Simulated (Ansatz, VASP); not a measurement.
Two plane-wave programs on Zr3AlN4

```
Zr Al N
1.0
     4.52893    0.00000    0.00000
     0.00000    4.52893    0.00000
     0.00000    0.00000    4.52893
Zr Al N
3 1 4
Direct
  0.50000 0.00000 0.00000
  0.00000 0.00000 0.50000
  0.00000 0.50000 0.00000
  0.50000 0.50000 0.50000
  0.00000 0.50000 0.50000
  0.50000 0.50000 0.00000
  0.00000 0.00000 0.00000
  0.50000 0.00000 0.50000
```

Alike in both runs: task relaxation of cell and atoms; functional PBE; k mesh 8 × 8 × 8; occupations gaussian, width 0.1 eV; no spin polarisation.

|  | VASP | Ansatz |
| --- | --- | --- |
| version | VASP 6.6.1 | Ansatz 0.2.0 |
| potentials or method | VASP PAW PBE potentials, release 64 (Zr_sv, Al, N), cutoff 600 eV | scalar-relativistic, plane waves, PAW |
| valence electrons in the cell | 59 | 59 |

Ansatz gave:

- gap on the k mesh at the Fermi level, each at its own relaxed structure (eV): none
- relaxed volume (Å³/atom): 11.66
- relaxed cell length with the largest relative difference (Å): 4.535

Task: Estimate VASP's values.

Result: gap on the k mesh at the Fermi level, each at its own relaxed structure (eV): none; relaxed volume (Å³/atom): 11.66; relaxed cell length with the largest relative difference (Å): 4.536.

A gap of «none» marks a metal or a gap that the smearing closes.
